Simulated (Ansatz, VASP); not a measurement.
One calculation of BaTiO3, two programs

```
Ba Ti O
1.0
     2.90328    1.67621    2.27567
    -2.90328    1.67621    2.27567
     0.00000   -3.35242    2.27567
Ba Ti O
1 1 3
Direct
  0.00268 0.00268 0.00268
  0.51280 0.51280 0.51280
  0.49032 0.49032 0.98258
  0.49032 0.98258 0.49032
  0.98258 0.49032 0.49032
```

Change from the starting cell: strain +0.015 along x and y, -0.030 along z, atoms carried along.

Alike in both runs: task single point; functional PBE; k mesh 6 × 6 × 6; occupations gaussian, width 0.05 eV; no spin polarisation; Hubbard terms Ti d U = 4.0 eV.

|  | VASP | Ansatz |
| --- | --- | --- |
| version | VASP 6.6.1 | Ansatz 0.2.0 |
| potentials or method | VASP PAW PBE potentials, release 64 (Ba_sv, Ti_sv, O), cutoff 520 eV | scalar-relativistic, plane waves, PAW |
| valence electrons in the cell | 40 | 40 |

Ansatz gave:

* gap on the k mesh at the Fermi level (eV): 2.58
* least direct gap on the mesh (eV): 2.92
* pressure (GPa): 0.0
* traceless stress, the component that is largest in VASP (GPa): 6.71
* rms of the force components (eV/Å): 0.048

Task: Estimate VASP's values.

Result: gap on the k mesh at the Fermi level (eV): 2.52; least direct gap on the mesh (eV): 2.89; pressure (GPa): 3.4; traceless stress, the component that is largest in VASP (GPa): 6.55; rms of the force components (eV/Å): 0.225.

The programs project onto different local orbitals, so the same U acts differently, and such runs can settle in different states. Atom by atom the forces differ by 0.214 eV/Å (rms over components).

Spin-orbit coupling is off throughout.
